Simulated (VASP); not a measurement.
Input of a VASP 6.6.1 run:

File INCAR:

```
SYSTEM = Cs
PREC     = Accurate       ! precision mode
ENCUT    = 520            ! plane-wave cutoff, eV
EDIFF    = 1E-7           ! SCF threshold, eV
ISMEAR   = 0              ! smearing method
SIGMA    = 0.15           ! smearing width, eV
LREAL    = .FALSE.        ! projectors in reciprocal space
LASPH    = .TRUE.         ! aspherical terms in the spheres
NELM     = 60             ! most SCF steps
ALGO     = Fast           ! electronic algorithm
ISIF     = 2              ! what is computed and relaxed
LWAVE    = .FALSE.        ! write WAVECAR
LCHARG   = .FALSE.        ! write CHGCAR
GGA      = PE             ! functional
NBANDS   = 10             ! bands
```

File KPOINTS:

```
Automatic mesh
0
G
  12 12 12
  0 0 0
```

File POSCAR:

```
Cs
1.0
   -3.1736250000      3.1736250000      2.8713750000
    3.1736250000     -3.1736250000      2.8713750000
    3.1736250000      3.1736250000     -2.8713750000
Cs
1
Direct
    0.0000000000      0.0000000000      0.0000000000
```

Potentials or basis: VASP PAW PBE potentials, release 64 (Cs_sv).

Launch:

```sh
$ cat potpaw_PBE.64/Cs_sv/POTCAR > POTCAR
$ mpirun -np 1 vasp_std > vasp.out
```

Task: Estimate the pressure.

Result: 0.0 GPa.

Caveat: the cell differs from its parent crystal (strain +0.050 along x and y, -0.050 along z).
